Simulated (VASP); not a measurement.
Runs of VASP 6.6.1 on Se. The structure is that of space group Fd-3m (No. 227), or close to it. The cells are those of the table. This isn't the form of Se at room conditions, which is trigonal, of chains.

```csv
level,cell,k mesh,smearing,gap on the mesh (eV),pressure (GPa)
r2SCAN,"a = 4.448 Å, angles 60.0°, 2 atoms",9 × 9 × 9,fermi-dirac 0.1 eV,none,-0.1
PBE,"a = 4.478 Å, angles 60.0°, 2 atoms",10 × 10 × 10,fermi-dirac 0.0612256 eV,none,0.0
PBE,"a = 4.566 Å, angles 60.0°, 2 atoms",10 × 10 × 10,fermi-dirac 0.0612256 eV,none,(b)
PBE,"a = 4.537 Å, angles 60.0°, 2 atoms",10 × 10 × 10,fermi-dirac 0.0612256 eV,none,-1.4
PBE,"a = 4.448 Å, angles 60.0°, 2 atoms",10 × 10 × 10,fermi-dirac 0.0612256 eV,none,(a)
```

Alike in all rows: task single point; potentials or basis VASP PAW PBE potentials, release 64 (Se); no spin polarisation; cutoff (eV) 520.

Q: Fill in the values left out.

A: (a) 0.8; (b) -2.0.

Caveats: the PAW data sets were made with another functional, which shifts forces and pressure a little (at least some runs).

A k mesh can miss the band edges, and the runs leave out spin-orbit coupling on Se.

A gap of «none» marks levels without a gap at the run's occupations.
